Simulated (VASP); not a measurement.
## MgO: single point with LDA

MgO:

```
Mg O
1.0
     0.00000    3.98004    3.98004
     3.98004    0.00000    3.98004
     3.98004    3.98004    0.00000
Mg O
8 8
Direct
  0.00152 0.02858 0.95609
  0.98795 0.00172 0.50232
  0.99143 0.49939 0.00101
  0.01557 0.51752 0.44880
  0.48879 0.02319 0.99781
  0.52184 0.01481 0.46958
  0.52374 0.51746 0.98276
  0.49331 0.51919 0.49035
  0.27545 0.28032 0.20706
  0.24604 0.28780 0.71262
  0.25634 0.76757 0.25617
  0.27171 0.77044 0.72808
  0.74352 0.28463 0.27941
  0.76440 0.28287 0.73274
  0.76818 0.79175 0.21417
  0.75264 0.78583 0.73691
```

```yaml
Program: VASP 6.6.1
Task: single point
Functional: LDA
Potentials_or_basis: VASP PAW LDA potentials, release 64 (Mg, O)
Cutoff: 520 eV
k_mesh: 2 × 2 × 2
Occupations: fermi-dirac, width 0.05 eV
Spin: no spin polarisation
Dipole_correction: no
Further_INCAR_settings: LREAL = Auto; ALGO = Normal; EDIFF = 1e-06; NBANDS = 46
```

| Item | Value |
| --- | --- |
| Pressure | 35.0 GPa |
| Largest force | 4.342 eV/Å |
| Band gap on the k mesh | 6.18 eV |

Forces on the atoms (eV/Å):
```
Mg   0.024  2.265  1.025
Mg   0.303  1.188  2.510
Mg  -0.179 -0.382  2.599
Mg   1.428  0.991  0.180
Mg  -1.182 -0.550  0.694
Mg   1.423 -0.131 -0.519
Mg   0.754 -1.007  0.095
Mg   2.364  1.024  0.525
O    0.712  0.293 -1.101
O    0.359  1.397 -1.403
O   -1.060 -2.197  0.434
O    0.287 -0.340 -0.455
O   -3.990 -1.695 -0.242
O   -0.423 -1.225 -0.662
O   -0.421  0.092 -1.386
O   -0.400  0.276 -2.294
```

Stress tensor (GPa, compression positive):
```
36.37 -1.21 -0.70
-1.21 32.37  0.07
-0.70  0.07 36.34
```

Levels at points of the mesh, in eV from the valence-band top:
```
           k point  band 30  band 31  band 32  band 33  band 34  band 35
(0.00, 0.00, 0.00)    -0.09    -0.04     0.00     6.18     8.44     8.58
(0.50, 0.00, 0.00)    -0.60    -0.37    -0.25     8.08     8.39     9.78
(0.00, 0.50, 0.00)    -0.51    -0.46    -0.38     8.08     8.43     9.99
(0.00, 0.00, 0.50)    -0.67    -0.34    -0.31     8.20     8.57    10.09
(0.50, 0.50, 0.50)    -0.56    -0.42    -0.38     8.17     8.46     9.93
(0.50, 0.50, 0.00)    -0.83    -0.66    -0.62     8.96     9.57    10.13
(0.00, 0.50, 0.50)    -0.77    -0.69    -0.62     9.04     9.58    10.21
(0.50, 0.00, 0.50)    -0.83    -0.77    -0.58     9.07     9.50    10.19
```

Wall time 55 s on 1 thread of Intel(R) Xeon(R) Platinum 8488C (Sapphire Rapids) (shared host), peak memory 0.22 GiB.

Caveat: the k points lie up to 0.68 Å⁻¹ apart; forces of over 1 eV/Å act on the atoms, so gaps and moduli don't describe the material at rest.
